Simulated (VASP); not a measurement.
# ZnMo3 (Pm-3m) in VASP: further runs, part 2 of 2

VASP 6.6.1. Earlier steps stand in the parts before.

### 4 Single point, PBE

This run uses another cell than the first one, of 16.86 Å³/atom, 1.048 times its volume.

Contents of INCAR:

```
SYSTEM = ZnMo3
PREC = Accurate ; ENCUT = 520
EDIFF = 1E-6 ; ISMEAR = -1
SIGMA = 0.1 ; LREAL = .False.
LASPH = .True. ; NELM = 60
ALGO = Normal ; ISIF = 2
LWAVE = .False. ; LCHARG = .False.
GGA = PE ; NBANDS = 35
```

Contents of KPOINTS:

```
regular mesh
0
Gamma
  6 6 6
  0 0 0
```

Contents of POSCAR:

```
ZnMo3
1.0
    4.0704353373      0.0000000000      0.0000000000
    0.0000000000      4.0704353373      0.0000000000
    0.0000000000      0.0000000000      4.0704353373
Zn Mo
1 3
Direct
    0.0000000000      0.0000000000      0.0000000000
    0.0000000000      0.5000000000      0.5000000000
    0.5000000000      0.0000000000      0.5000000000
    0.5000000000      0.5000000000      0.0000000000
```

Potentials or basis: VASP PAW PBE potentials, release 64 (Zn, Mo_sv).

Run with:

```sh
cat potpaw_PBE.64/Zn/POTCAR potpaw_PBE.64/Mo_sv/POTCAR > POTCAR
mpirun -np 1 vasp_std > vasp.out
```

OUTCAR:

```text
SYSTEM = ZnMo3
   PREC = Accurate
   ENCUT = 520
   EDIFF = 1E-6
   ISMEAR = -1
   LREAL = .False.
   LASPH = .True.
   NELM = 60
   ISIF = 2
   GGA = PE

 ion  position               nearest neighbor table
   1  0.000  0.000  0.000-   2 2.88   3 2.88   4 2.88   2 2.88   3 2.88   2 2.88   4 2.88   2 2.88
                             3 2.88   4 2.88   3 2.88   4 2.88
   2  0.000  0.500  0.500-   1 2.88   3 2.88   4 2.88   1 2.88   4 2.88   1 2.88   3 2.88   1 2.88
                             3 2.88   4 2.88   4 2.88   3 2.88
   3  0.500  0.000  0.500-   1 2.88   2 2.88   4 2.88   1 2.88   4 2.88   2 2.88   4 2.88   4 2.88
                             1 2.88   2 2.88   1 2.88   2 2.88
   4  0.500  0.500  0.000-   1 2.88   2 2.88   3 2.88   2 2.88   3 2.88   1 2.88   3 2.88   3 2.88
                             1 2.88   2 2.88   2 2.88   1 2.88

  LATTYP: Found a simple cubic cell.
 ALAT       =     4.0704353373

  Lattice vectors:

 A1 = (   4.0704353373,   0.0000000000,   0.0000000000)
 A2 = (   0.0000000000,   4.0704353373,   0.0000000000)
 A3 = (   0.0000000000,   0.0000000000,   4.0704353373)

Analysis of symmetry for initial positions (statically):
=====================================================================
 Subroutine PRICEL returns:
 Original cell was already a primitive cell.

 Routine SETGRP: Setting up the symmetry group for a
 simple cubic supercell.

 Subroutine GETGRP returns: Found 48 space group operations
 (whereof 48 operations were pure point group operations)
 out of a pool of 48 trial point group operations.

The static configuration has the point symmetry O_h .

Analysis of symmetry for dynamics (positions and initial velocities):
=====================================================================
 Subroutine PRICEL returns:
 Original cell was already a primitive cell.

 Routine SETGRP: Setting up the symmetry group for a
 simple cubic supercell.

 Subroutine GETGRP returns: Found 48 space group operations
 (whereof 48 operations were pure point group operations)
 out of a pool of 48 trial point group operations.

The dynamic configuration has the point symmetry O_h .

 Subroutine INISYM returns: Found 48 space group operations
 (whereof 48 operations are pure point group operations),
 and found     1 'primitive' translations

----------------------------------------------------------------------------------------

                                     Primitive cell

  volume of cell :      67.4408

  direct lattice vectors                    reciprocal lattice vectors
     4.070435337  0.000000000  0.000000000     0.245673968  0.000000000  0.000000000
     0.000000000  4.070435337  0.000000000     0.000000000  0.245673968  0.000000000
     0.000000000  0.000000000  4.070435337     0.000000000  0.000000000  0.245673968

  length of vectors
     4.070435337  4.070435337  4.070435337     0.245673968  0.245673968  0.245673968

  position of ions in fractional coordinates (direct lattice)
     0.000000000  0.000000000  0.000000000
     0.000000000  0.500000000  0.500000000
     0.500000000  0.000000000  0.500000000
     0.500000000  0.500000000  0.000000000

  ion indices of the primitive-cell ions
   primitive index   ion index
                 1           1
                 2           2
                 3           3
                 4           4
[... 23 lines left out ...]
 ===========================================

 Found     20 irreducible k-points:

 Following reciprocal coordinates:
            Coordinates               Weight
  0.000000  0.000000  0.000000      1.000000
  0.166667  0.000000  0.000000      6.000000
  0.333333  0.000000  0.000000      6.000000
  0.500000  0.000000  0.000000      3.000000
  0.166667  0.166667  0.000000     12.000000
  0.333333  0.166667  0.000000     24.000000
[... 12 lines left out ...]
  0.500000  0.500000  0.333333      6.000000
  0.500000  0.500000  0.500000      1.000000
   k-points           NKPTS =     20   k-points in BZ     NKDIM =     20   number of bands    NBANDS=     35
   number of dos      NEDOS =    301   number of ions     NIONS =      4
   total plane-waves  NPLWV =  27000
   dimension x,y,z NGX =    30 NGY =   30 NGZ =   30
   dimension x,y,z NGXF=    60 NGYF=   60 NGZF=   60
   ions per type =               1   3
   NGX,Y,Z   is equivalent  to a cutoff of  12.25, 12.25, 12.25 a.u.
   NGXF,Y,Z  is equivalent  to a cutoff of  24.51, 24.51, 24.51 a.u.
 SYSTEM =  ZnMo3
   PREC   = accura    normal or accurate (medium, high low for compatibility)
   ISTART =      0    job   : 0-new  1-cont  2-samecut
   ICHARG =      2    charge: 1-file 2-atom 10-const
   ISPIN  =      1    spin polarized calculation?
   LNONCOLLINEAR =      F non collinear calculations
   LSORBIT =      F    spin-orbit coupling
   LASPH  =      T    aspherical Exc in radial PAW
   ENCUT  =  520.0 eV  38.22 Ry    6.18 a.u.   7.57  7.57  7.57*2*pi/ulx,y,z
   NELM   =     60;   NELMIN=  2; NELMDL= -5     # of ELM steps
   EDIFF  = 0.1E-05   stopping-criterion for ELM
   LREAL  =      F    real-space projection
   EDIFFG = 0.1E-04   stopping-criterion for IOM
   NSW    =      0    number of steps for IOM
   IBRION =     -1    ionic relax: 0-MD 1-quasi-New 2-CG
   NFREE  =      0    steps in history (QN), initial steepest desc. (CG)
   ISIF   =      2    stress and relaxation
   ISYM   =      2    0-nonsym 1-usesym 2-fastsym
   POTIM  = 0.5000    time-step for ionic-motion
   TEBEG  =    0.0;   TEEND  =   0.0 temperature during run
   PSTRESS=    0.0 pullay stress
   NELECT =      54.0000    total number of electrons
   NUPDOWN=      -1.0000    fix difference up-down
   EMIN   =  10.00;   EMAX   =-10.00  energy-range for DOS
   EFERMI =   0.00;   METHOD = LEGACY
   ISMEAR =    -1;   SIGMA  =   0.10  broadening in eV -4-tet -1-fermi 0-gaus
   EFERMI_NEDOS =   21; number of points for ismear=-14 and -15
   IALGO  =     38    algorithm
   IMIX   =      4    mixing-type and parameters
     AMIX     =   0.40;   BMIX     =  1.00
     AMIX_MAG =   1.60;   BMIX_MAG =  1.00
  volume/ion in A,a.u.               =      16.86       113.78
  Fermi-wavevector in a.u.,A,eV,Ry     =   1.520192  2.872747 31.442859  2.310985
  Thomas-Fermi vector in A             =   2.629076
   LORBIT       =      0    0 simple, 1 ext, 2 COOP (PROOUT), +10 PAW based schemes
   GGA     = PE    functional components
   LHFCALC =     F    Hartree Fock is set to
   AEXX    =    0.0000 exact exchange contribution
   IVDW    =     0    specifies the selected vdW correction
   LEPSILON=     F    determine dielectric tensor
   LRPA    =     F    only Hartree local field effects (RPA)
 non-spin polarized calculation
  energy-cutoff  :      520.00
  volume of cell :       67.44
 maximum number of plane-waves:      1856
   NGX = 15   NGY = 15   NGZ = 15

 number of electron      53.9999995 magnetization

 Free energy of the ion-electron system (eV)
  ---------------------------------------------------
  ext. energy  EPLUGINS =         0.00000000
  ---------------------------------------------------
  free energy    TOTEN  =       -32.88152229 eV

  energy without entropy =      -32.78835507  energy(sigma->0) =      -32.83493868

 E-fermi :   8.9635     XC(G=0): -12.5095

 val. band max:        8.9532938963   @ k =   0.3333   0.0000   0.0000
 cond. band min:       9.0065179086   @ k =   0.5000   0.3333   0.0000
 fundamental gap:      0.0532240123
 Fermi energy:         8.9634708080

 k-point     1 :       0.0000    0.0000    0.0000
  band No.  band energies     occupation
      1     -52.1264      2.00000
      2     -51.9475      2.00000
      3     -51.9475      2.00000
      4     -26.4540      2.00000
      5     -26.4540      2.00000
      6     -26.4540      2.00000
[... 749 lines left out ...]
     34      12.3540      0.00000
     35      12.3540      0.00000

------------------------ aborting loop because EDIFF is reached ----------------------------------------

  FORCE on cell =-STRESS in cart. coord.  units (eV):
  Direction    XX          YY          ZZ          XY          YZ          ZX
  --------------------------------------------------------------------------------------
  -------------------------------------------------------------------------------------
  Total       -7.2403061     -7.2403061     -7.2403061      0.0000000      0.0000000     -0.0000000
  in kB     -172.0065292   -172.0065292   -172.0065292      0.0000000      0.0000000     -0.0000000
  external PRESSURE =    -172.0065292 kB  Pullay stress =       0.0000000 kB

 VOLUME and BASIS-vectors are now :
 -----------------------------------------------------------------------------
  energy-cutoff  :      520.00
  volume of cell :       67.44
      direct lattice vectors                 reciprocal lattice vectors
     4.070435337  0.000000000  0.000000000     0.245673968  0.000000000  0.000000000
     0.000000000  4.070435337  0.000000000     0.000000000  0.245673968  0.000000000
     0.000000000  0.000000000  4.070435337     0.000000000  0.000000000  0.245673968

 POSITION                                       TOTAL-FORCE (eV/Angst)
 -----------------------------------------------------------------------------------
      0.00000      0.00000      0.00000         0.000000      0.000000      0.000000
      0.00000      2.03522      2.03522         0.000000      0.000000      0.000000
      2.03522      0.00000      2.03522         0.000000      0.000000      0.000000
      2.03522      2.03522      0.00000         0.000000      0.000000      0.000000
 -----------------------------------------------------------------------------------
    total drift:                                0.000000      0.000000     -0.000000

  FREE ENERGIE OF THE ION-ELECTRON SYSTEM (eV)
  ---------------------------------------------------
  free  energy   TOTEN  =       -32.8815222896 eV

  energy  without entropy=      -32.7883550695  energy(sigma->0) =      -32.83493868
```

It took 29 s on 1 thread of Intel Xeon Platinum 8488C (Sapphire Rapids), shared host; peak memory 0.18 GiB.

Results:

| Quantity | Value |
| --- | --- |
| Free energy | -32.8815 eV |
| Pressure | -17.2 GPa |
| Band gap on the k mesh | zero (band 27 reaches 9.76 eV, above the bottom of band 28 at 8.45 eV) |

### 5 The runs side by side

| cell | gap on the mesh (eV) | pressure (GPa) |
| --- | --- | --- |
| a = 4.008 Å, 4 atoms | none | -10.2 |
| a = 4.039 Å, 4 atoms | none | -13.9 |
| a = 4.070 Å, 4 atoms | none | -17.2 |

Alike in all rows: task single point; level PBE; potentials or basis VASP PAW PBE potentials, release 64 (Zn, Mo_sv); no spin polarisation; k mesh 6 × 6 × 6; cutoff (eV) 520; smearing fermi-dirac 0.1 eV.

Absolute energies hang on the potentials; compare differences alone.
